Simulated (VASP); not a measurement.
A run of VASP 6.6.1 is set up as follows.

INCAR

```
PREC = Accurate ; ENCUT = 520
EDIFF = 1E-8 ; ISMEAR = -1
SIGMA = 0.05 ; LREAL = F
LASPH = T ; NELM = 80
ALGO = Normal ; ISIF = 2
LWAVE = F ; LCHARG = F
LEFG = T ; NBANDS = 11
```

Contents of KPOINTS:

```
regular mesh
0
Gamma
  10 10 10
```

File POSCAR:

```
Ba
1.0
   -2.5000000000      2.5000000000      2.5000000000
    2.5000000000     -2.5000000000      2.5000000000
    2.5000000000      2.5000000000     -2.5000000000
Ba
1
Direct
    0.0000000000      0.0000000000      0.0000000000
```

Potentials or basis: VASP PAW LDA potentials, release 64 (Ba_sv).

Command:

```console
$ cat potpaw_LDA.64/Ba_sv/POTCAR > POTCAR
$ mpirun -np 1 vasp_std > vasp.out
```

(1) Predict the pressure.

(2) Estimate the band gap on the k mesh.

Results:

(1) -1.2 GPa.

(2) zero (bands 5 and 6 overlap by 0.87 eV).

Caveat: spin-orbit coupling is left out, which moves the levels of the heavy elements.
